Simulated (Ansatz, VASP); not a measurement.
# Ge: VASP beside Ansatz

Contents of INCAR:

```
SYSTEM = Ge
ALGO = Normal
EDIFF = 1E-7
EDIFFG = -0.005
ENCUT = 500
GGA = RP
GGA_COMPAT = .False.
IBRION = 2
ISIF = 3
ISMEAR = 0
LASPH = .True.
LCHARG = .False.
LREAL = .False.
LWAVE = .False.
NELM = 120
NELMIN = 4
NSW = 100
PREC = Accurate
SIGMA = 0.1
```

The input KPOINTS:

```
k-points
0
Gamma
  12 12 12
  0 0 0
```

The input POSCAR:

```
Ge
1.0
    0.0000000000      2.9073412388      2.9073412388
    2.9073412388      0.0000000000      2.9073412388
    2.9073412388      2.9073412388      0.0000000000
Ge
2
Direct
    0.0000000000      0.0000000000      0.0000000000
    0.2500000000      0.2500000000      0.2500000000
```

Input for Ansatz:

```yaml
crystal:
  lattice:
    - [0.0, 2.9073412435, 2.9073412435]
    - [2.9073412435, 0.0, 2.9073412435]
    - [2.9073412435, 2.9073412435, 0.0]
  atoms:
    - { symbol: Ge, position: [0.0, 0.0, 0.0] }
    - { symbol: Ge, position: [0.25, 0.25, 0.25] }
basis:
  ecutwfc: 420
kpoints:
  mp_grid: { grid: [12, 12, 12] }
hamiltonian:
  xc: rpbe
scf:
  occupations: { method: gaussian, width: 0.1 }
output:
  forces: true
  stress: true
  eigenvalues: true
  write_density: true
  write_potential: true
  elf: true
  volumetric_format: npy
relax:
  adjacent_minimum: "off"
  f_tol: 0.005
  max_steps: 80
  cell: { stress_tol: 0.05 }
```

Alike in both runs: task relaxation of cell and atoms; functional RPBE; k mesh 12 × 12 × 12; occupations gaussian, width 0.1 eV; no spin polarisation.

```csv
,VASP,Ansatz
version,VASP 6.6.1,Ansatz 0.2.0
potentials or method,"VASP PAW PBE potentials, release 64 (Ge_d), cutoff 500 eV","scalar-relativistic, plane waves, PAW"
valence electrons in the cell,28,28
```

|  | VASP | Ansatz | Ansatz less VASP |
| --- | --- | --- | --- |
| gap on the k mesh at the Fermi level, each at its own relaxed structure (eV) | none | none | - |
| relaxed volume (Å³/atom) | 24.52 | 24.57 | +0.055 |
| relaxed length of the cell vector where the two differ most in proportion (Å) | 4.109 | 4.112 | +0.0031 |

VASP's potentials were made for PBE, not for RPBE. A gap of «none» marks a metal or a gap that the smearing closes.
